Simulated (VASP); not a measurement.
# HRuCl (P4/nmm) in VASP: single point with r2SCAN

Aim: the single point of HRuCl with r2SCAN.

Everything below comes from runs of VASP 6.6.1. Logs are shortened: lines on timing, memory, paths and dates and some standing lists are left out, and cuts for length are marked.

## 1. The cell of the first run

It takes space group P4/nmm (No. 129, tetragonal). Conventional cell: a = 3.534 Å, b = 3.534 Å, c = 6.285 Å, α = 90.00°, β = 90.00°, γ = 90.00°. Cl (site symmetry 4mm) has 6 Ru at 2.68 to 3.43 Å and 4 H at 2.82 Å and 4 Cl at 3.13 Å within 3.5 Å. H (site symmetry -4m2) has 4 Ru at 2.15 Å and 4 H at 2.50 Å within 2.8 Å. Ru (site symmetry 4mm) has 4 H at 2.15 Å and 4 Cl at 2.68 Å within 2.8 Å.

## 2. Single point, r2SCAN

File POSCAR:

```
HRuCl
1.0
    3.5336140000      0.0000000000      0.0000000000
    0.0000000000      3.5336140000      0.0000000000
    0.0000000000      0.0000000000      6.2849430000
Cl H Ru
2 2 2
Direct
    0.2500000000      0.2500000000      0.6495000000
    0.7500000000      0.7500000000      0.3505000000
    0.7500000000      0.2500000000      0.0000000000
    0.2500000000      0.7500000000      0.0000000000
    0.2500000000      0.2500000000      0.1949000000
    0.7500000000      0.7500000000      0.8051000000
```

File INCAR.step1:

```
ALGO = Normal ; EDIFF = 1E-4
ENCUT = 520 ; GGA = PE
ISMEAR = 0 ; LASPH = True
LCHARG = False ; LREAL = False
LWAVE = True ; NBANDS = 31
NELM = 60 ; PREC = Accurate
SIGMA = 0.0275
```

File INCAR.step2:

```
ALGO = Normal ; EDIFF = 1E-7
ENCUT = 520 ; ISIF = 2
ISMEAR = 0 ; ISTART = 1
LASPH = True ; LCHARG = False
LMIXTAU = True ; LREAL = False
LWAVE = False ; METAGGA = R2SCAN
NBANDS = 31 ; NELM = 60
PREC = Accurate ; SIGMA = 0.0275
```

File KPOINTS:

```
k-points
0
Gamma
  7 7 4
```

Potentials or basis: VASP PAW PBE potentials, release 64 (Cl, H, Ru_pv).

Launch:

```
> cat potpaw_PBE.64/Cl/POTCAR potpaw_PBE.64/H/POTCAR potpaw_PBE.64/Ru_pv/POTCAR > POTCAR
> cp INCAR.step1 INCAR
> mpirun -np 1 vasp_std > vasp.out
> cp INCAR.step2 INCAR
> mpirun -np 1 vasp_std > vasp.out
```

OUTCAR:

```text
EDIFF = 1E-7
   ENCUT = 520
   ISIF = 2
   ISMEAR = 0
   ISTART = 1
   LASPH = True
   LREAL = False
   METAGGA = R2SCAN
   NELM = 60
   PREC = Accurate

 ion  position               nearest neighbor table
   1  0.250  0.250  0.650-   6 2.68   6 2.68   6 2.68   6 2.68   5 2.86
   2  0.750  0.750  0.350-   5 2.68   5 2.68   5 2.68   5 2.68   6 2.86
   3  0.750  0.250  0.000-
   4  0.250  0.750  0.000-
   5  0.250  0.250  0.195-   2 2.68   2 2.68   2 2.68   2 2.68   1 2.86
   6  0.750  0.750  0.805-   1 2.68   1 2.68   1 2.68   1 2.68   2 2.86

  LATTYP: Found a simple tetragonal cell.
 ALAT       =     3.5336140000
 C/A-ratio  =     1.7786161703

  Lattice vectors:

 A1 = (   3.5336140000,   0.0000000000,   0.0000000000)
 A2 = (   0.0000000000,   3.5336140000,   0.0000000000)
 A3 = (   0.0000000000,   0.0000000000,   6.2849430000)

Analysis of symmetry for initial positions (statically):
=====================================================================
 Subroutine PRICEL returns:
 Original cell was already a primitive cell.

 Routine SETGRP: Setting up the symmetry group for a
 simple tetragonal supercell.

 Subroutine GETGRP returns: Found 16 space group operations
 (whereof  4 operations were pure point group operations)
 out of a pool of 16 trial point group operations.

The static configuration has the point symmetry C_2h.
 The point group associated with its full space group is D_4h.

Analysis of symmetry for dynamics (positions and initial velocities):
=====================================================================
 Subroutine PRICEL returns:
 Original cell was already a primitive cell.

 Routine SETGRP: Setting up the symmetry group for a
 simple tetragonal supercell.

 Subroutine GETGRP returns: Found 16 space group operations
 (whereof  4 operations were pure point group operations)
 out of a pool of 16 trial point group operations.

The dynamic configuration has the point symmetry C_2h.
 The point group associated with its full space group is D_4h.

 Subroutine INISYM returns: Found 16 space group operations
 (whereof  4 operations are pure point group operations),
 and found     1 'primitive' translations

----------------------------------------------------------------------------------------

                                     Primitive cell

  volume of cell :      78.4765

  direct lattice vectors                    reciprocal lattice vectors
     3.533614000  0.000000000  0.000000000     0.282996388  0.000000000  0.000000000
     0.000000000  3.533614000  0.000000000     0.000000000  0.282996388  0.000000000
     0.000000000  0.000000000  6.284943000     0.000000000  0.000000000  0.159110433

  length of vectors
     3.533614000  3.533614000  6.284943000     0.282996388  0.282996388  0.159110433

  position of ions in fractional coordinates (direct lattice)
     0.250000000  0.250000000  0.649500000
     0.750000000  0.750000000  0.350500000
     0.750000000  0.250000000  0.000000000
     0.250000000  0.750000000  0.000000000
     0.250000000  0.250000000  0.194900000
     0.750000000  0.750000000  0.805100000

  ion indices of the primitive-cell ions
   primitive index   ion index
                 1           1
                 2           2
                 3           3
                 4           4
                 5           5
                 6           6

----------------------------------------------------------------------------------------

 KPOINTS: k-points

Automatic generation of k-mesh.
 Grid dimensions read from file:
 generate k-points for:    7    7    4

 Generating k-lattice:

  Cartesian coordinates                     Fractional coordinates (reciprocal lattice)
     0.040428055  0.000000000  0.000000000     0.142857143  0.000000000  0.000000000
     0.000000000  0.040428055  0.000000000     0.000000000  0.142857143  0.000000000
     0.000000000  0.000000000  0.039777608     0.000000000  0.000000000  0.250000000

  Length of vectors
     0.040428055  0.040428055  0.039777608

  Shift w.r.t. Gamma in fractional coordinates (k-lattice)
     0.000000000  0.000000000  0.000000000

 Subroutine IBZKPT returns following result:
 ===========================================

 Found     30 irreducible k-points:

 Following reciprocal coordinates:
            Coordinates               Weight
  0.000000  0.000000  0.000000      1.000000
  0.142857  0.000000  0.000000      4.000000
  0.285714  0.000000  0.000000      4.000000
  0.428571  0.000000  0.000000      4.000000
  0.142857  0.142857  0.000000      4.000000
  0.285714  0.142857  0.000000      8.000000
[... 16 lines left out ...]
  0.285714  0.000000  0.500000      4.000000
  0.428571  0.000000  0.500000      4.000000
 [... further k-points ...]
   k-points           NKPTS =     30   k-points in BZ     NKDIM =     30   number of bands    NBANDS=     31
   number of dos      NEDOS =    301   number of ions     NIONS =      6
   total plane-waves  NPLWV =  37632
   dimension x,y,z NGX =    28 NGY =   28 NGZ =   48
   dimension x,y,z NGXF=    56 NGYF=   56 NGZF=   96
   ions per type =               2   2   2
   NGX,Y,Z   is equivalent  to a cutoff of  13.17, 13.17, 12.70 a.u.
   NGXF,Y,Z  is equivalent  to a cutoff of  26.35, 26.35, 25.39 a.u.
 SYSTEM =  unknown system
   PREC   = accura    normal or accurate (medium, high low for compatibility)
   ISTART =      1    job   : 0-new  1-cont  2-samecut
   ICHARG =      0    charge: 1-file 2-atom 10-const
   ISPIN  =      1    spin polarized calculation?
   LNONCOLLINEAR =      F non collinear calculations
   LSORBIT =      F    spin-orbit coupling
   LASPH  =      T    aspherical Exc in radial PAW
   ENCUT  =  520.0 eV  38.22 Ry    6.18 a.u.   6.57  6.57 11.69*2*pi/ulx,y,z
   NELM   =     60;   NELMIN=  2; NELMDL=  0     # of ELM steps
   EDIFF  = 0.1E-06   stopping-criterion for ELM
   LREAL  =      F    real-space projection
   EDIFFG = 0.1E-05   stopping-criterion for IOM
   NSW    =      0    number of steps for IOM
   IBRION =     -1    ionic relax: 0-MD 1-quasi-New 2-CG
   NFREE  =      0    steps in history (QN), initial steepest desc. (CG)
   ISIF   =      2    stress and relaxation
   ISYM   =      2    0-nonsym 1-usesym 2-fastsym
   POTIM  = 0.5000    time-step for ionic-motion
   TEBEG  =    0.0;   TEEND  =   0.0 temperature during run
   PSTRESS=    0.0 pullay stress
   NELECT =      44.0000    total number of electrons
   NUPDOWN=      -1.0000    fix difference up-down
   EMIN   =  10.00;   EMAX   =-10.00  energy-range for DOS
   EFERMI =   0.00;   METHOD = LEGACY
   ISMEAR =     0;   SIGMA  =   0.03  broadening in eV -4-tet -1-fermi 0-gaus
   EFERMI_NEDOS =   21; number of points for ismear=-14 and -15
   IALGO  =     38    algorithm
   IMIX   =      4    mixing-type and parameters
     AMIX     =   0.40;   BMIX     =  1.00
     AMIX_MAG =   1.60;   BMIX_MAG =  1.00
  volume/ion in A,a.u.               =      13.08        88.26
  Fermi-wavevector in a.u.,A,eV,Ry     =   1.349934  2.551005 24.794194  1.822322
  Thomas-Fermi vector in A             =   2.477480
   LORBIT       =      0    0 simple, 1 ext, 2 COOP (PROOUT), +10 PAW based schemes
   METAGGA = R2SCAN    functional components
   LHFCALC =     F    Hartree Fock is set to
   AEXX    =    0.0000 exact exchange contribution
   IVDW    =     0    specifies the selected vdW correction
   LEPSILON=     F    determine dielectric tensor
   LRPA    =     F    only Hartree local field effects (RPA)
 non-spin polarized calculation
 Gauss-broadening in eV      SIGMA  =   0.03
  energy-cutoff  :      520.00
  volume of cell :       78.48
 maximum number of plane-waves:      2136
 NGX is ok and might be reduce to    28
   NGX = 13   NGY = 13   NGZ = 23

 number of electron      44.0000008 magnetization

 Free energy of the ion-electron system (eV)
  ---------------------------------------------------
  ext. energy  EPLUGINS =         0.00000000
  ---------------------------------------------------
  free energy    TOTEN  =       -65.69247014 eV

  energy without entropy =      -65.68858833  energy(sigma->0) =      -65.69052923

 E-fermi :   6.9011     XC(G=0): -11.8762

 val. band max:        6.9010371074   @ k =   0.0000   0.0000   0.0000
 cond. band min:       6.9098572577   @ k =   0.1429   0.1429   0.5000
 fundamental gap:      0.0088201503
 Fermi energy:         6.9011258587

 k-point     1 :       0.0000    0.0000    0.0000
  band No.  band energies     occupation
      1     -36.7666      2.00000
      2     -36.7666      2.00000
      3     -36.7533      2.00000
      4     -36.7533      2.00000
      5     -36.7323      2.00000
      6     -36.6975      2.00000
[... 23 lines left out ...]
     30      16.1222      0.00000
     31      16.1222      0.00000

 k-point     2 :       0.1429    0.0000    0.0000
  band No.  band energies     occupation
      1     -36.7726      2.00000
      2     -36.7654      2.00000
      3     -36.7613      2.00000
      4     -36.7534      2.00000
      5     -36.7288      2.00000
      6     -36.6981      2.00000
[... 23 lines left out ...]
     30      15.8535      0.00000
     31      16.2929      0.00000

 k-point     3 :       0.2857    0.0000    0.0000
  band No.  band energies     occupation
      1     -36.7856      2.00000
      2     -36.7782      2.00000
      3     -36.7624      2.00000
      4     -36.7540      2.00000
      5     -36.7215      2.00000
      6     -36.7006      2.00000
[... 23 lines left out ...]
     30      15.5281      0.00000
     31      16.5042      0.00000

 k-point     4 :       0.4286    0.0000    0.0000
  band No.  band energies     occupation
      1     -36.7949      2.00000
      2     -36.7923      2.00000
      3     -36.7587      2.00000
      4     -36.7557      2.00000
      5     -36.7132      2.00000
      6     -36.7058      2.00000
[... 23 lines left out ...]
     30      16.2893      0.00000
     31      16.3293      0.00000

 k-point     5 :       0.1429    0.1429    0.0000
  band No.  band energies     occupation
      1     -36.7729      2.00000
      2     -36.7699      2.00000
      3     -36.7641      2.00000
      4     -36.7580      2.00000
      5     -36.7261      2.00000
      6     -36.6987      2.00000
[... 23 lines left out ...]
     30      15.3232      0.00000
     31      16.5064      0.00000
[... 542 lines left out ...]
     30      15.9992      0.00000
     31      15.9992      0.00000

 k-point    22 :       0.1429    0.0000    0.5000
  band No.  band energies     occupation
      1     -36.7725      2.00000
      2     -36.7652      2.00000
      3     -36.7616      2.00000
      4     -36.7536      2.00000
      5     -36.7270      2.00000
      6     -36.6998      2.00000
[... 23 lines left out ...]
     30      15.0337      0.00000
     31      15.4805      0.00000

 k-point    23 :       0.2857    0.0000    0.5000
  band No.  band energies     occupation
      1     -36.7857      2.00000
      2     -36.7786      2.00000
      3     -36.7622      2.00000
      4     -36.7542      2.00000
      5     -36.7201      2.00000
      6     -36.7016      2.00000
[... 23 lines left out ...]
     30      14.9516      0.00000
     31      15.2753      0.00000

 k-point    24 :       0.4286    0.0000    0.5000
  band No.  band energies     occupation
      1     -36.7952      2.00000
      2     -36.7926      2.00000
      3     -36.7587      2.00000
      4     -36.7558      2.00000
      5     -36.7125      2.00000
      6     -36.7059      2.00000
[... 23 lines left out ...]
     30      15.3650      0.00000
     31      15.3950      0.00000

 [... further k-points ...]

------------------------ aborting loop because EDIFF is reached ----------------------------------------

  FORCE on cell =-STRESS in cart. coord.  units (eV):
  Direction    XX          YY          ZZ          XY          YZ          ZX
  --------------------------------------------------------------------------------------
  -------------------------------------------------------------------------------------
  Total       -7.2059457     -7.2059457     -3.3283727      0.0000000     -0.0000000     -0.0000000
  in kB     -147.1167127   -147.1167127    -67.9521153      0.0000000     -0.0000000     -0.0000000
  external PRESSURE =    -120.7285136 kB  Pullay stress =       0.0000000 kB

 VOLUME and BASIS-vectors are now :
 -----------------------------------------------------------------------------
  energy-cutoff  :      520.00
  volume of cell :       78.48
      direct lattice vectors                 reciprocal lattice vectors
     3.533614000  0.000000000  0.000000000     0.282996388  0.000000000  0.000000000
     0.000000000  3.533614000  0.000000000     0.000000000  0.282996388  0.000000000
     0.000000000  0.000000000  6.284943000     0.000000000  0.000000000  0.159110433

 POSITION                                       TOTAL-FORCE (eV/Angst)
 -----------------------------------------------------------------------------------
      0.88340      0.88340      4.08207        -0.000000     -0.000000      0.366381
      2.65021      2.65021      2.20287         0.000000      0.000000     -0.366381
      2.65021      0.88340      0.00000        -0.000000      0.000000      0.000000
      0.88340      2.65021      0.00000        -0.000000      0.000000     -0.000000
      0.88340      0.88340      1.22494        -0.000000     -0.000000     -1.364541
      2.65021      2.65021      5.06001         0.000000      0.000000      1.364541
 -----------------------------------------------------------------------------------
    total drift:                                0.000000     -0.000000     -0.000000

  FREE ENERGIE OF THE ION-ELECTRON SYSTEM (eV)
  ---------------------------------------------------
  free  energy   TOTEN  =       -65.6924701396 eV

  energy  without entropy=      -65.6885883294  energy(sigma->0) =      -65.69052923
```

It took 2.5 min on 1 thread of Intel Xeon Platinum 8488C (Sapphire Rapids), shared host; peak memory 0.23 GiB.

What came out:

```
Free energy            : -65.6925 eV
Pressure               : -12.1 GPa
Largest force          : 1.365 eV/Å
Band gap on the k mesh : zero (band 22 reaches 7.09 eV, above the bottom of band 23 at 6.74 eV)
```

Forces on the atoms (eV/Å):
```
Cl   0.000  0.000  0.366
Cl   0.000  0.000 -0.366
H    0.000  0.000  0.000
H    0.000  0.000  0.000
Ru   0.000  0.000 -1.365
Ru   0.000  0.000  1.365
```

Caveat: the PAW data sets were made with another functional, which shifts forces and pressure a little.
